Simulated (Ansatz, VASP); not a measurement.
**Two plane-wave programs on AlCu3**

File INCAR:

```
ALGO = Normal
EDIFF = 1E-7
EDIFFG = -0.005
ENCUT = 700
GGA = CA
GGA_COMPAT = F
IBRION = 2
ISIF = 3
ISMEAR = 0
LASPH = T
LCHARG = F
LREAL = F
LWAVE = F
NELM = 120
NELMIN = 4
NSW = 70
PREC = Accurate
SIGMA = 0.1
```

KPOINTS

```
k-points
0
Gamma
  12 12 12
```

The input POSCAR:

```
AlCu3
1.0
    0.0000000000      2.9271909377      2.9271909377
    2.9271909377      0.0000000000      2.9271909377
    2.9271909377      2.9271909377      0.0000000000
Al Cu
1 3
Direct
    0.0000000000      0.0000000000      0.0000000000
    0.5000000000      0.5000000000      0.5000000000
    0.2500000000      0.2500000000      0.2500000000
    0.7500000000      0.7500000000      0.7500000000
```

Input for Ansatz:

```yaml
crystal:
  lattice:
    - [0.0, 2.9271909377, 2.9271909377]
    - [2.9271909377, 0.0, 2.9271909377]
    - [2.9271909377, 2.9271909377, 0.0]
  atoms:
    - { symbol: Al, position: [0.0, 0.0, 0.0] }
    - { symbol: Cu, position: [0.5, 0.5, 0.5] }
    - { symbol: Cu, position: [0.25, 0.25, 0.25] }
    - { symbol: Cu, position: [0.75, 0.75, 0.75] }
basis:
  ecutwfc: 420
kpoints:
  mp_grid: { grid: [12, 12, 12] }
hamiltonian:
  xc: lda
scf:
  occupations: { method: gaussian, width: 0.1 }
output:
  forces: true
  stress: true
  eigenvalues: true
  write_density: true
  write_potential: true
  elf: true
  volumetric_format: npy
relax:
  adjacent_minimum: "off"
  f_tol: 0.005
  max_steps: 50
  cell: { stress_tol: 0.05 }
```

Alike in both runs: task relaxation of cell and atoms; functional LDA; k mesh 12 × 12 × 12; occupations gaussian, width 0.1 eV; no spin polarisation.

|  | VASP | Ansatz |
| --- | --- | --- |
| version | VASP 6.6.1 | Ansatz 0.2.0 |
| potentials or method | VASP PAW LDA potentials, release 64 (Al, Cu_sv_GW), cutoff 700 eV | scalar-relativistic, plane waves, PAW |
| valence electrons in the cell | 60 | 60 |

```tsv
	VASP	Ansatz	Ansatz less VASP
gap on the k mesh at the Fermi level, each at its own relaxed structure (eV)	none	none	-
relaxed volume (Å³/atom)	11.42	11.57	+0.152
relaxed length of the cell vector where the two differ most in proportion (Å)	4.012	4.030	+0.0178
```

LDA's correlation is that of Perdew and Zunger in VASP and of Perdew and Wang (1992) in Ansatz. A gap of «none» marks a metal or a gap that the smearing closes.
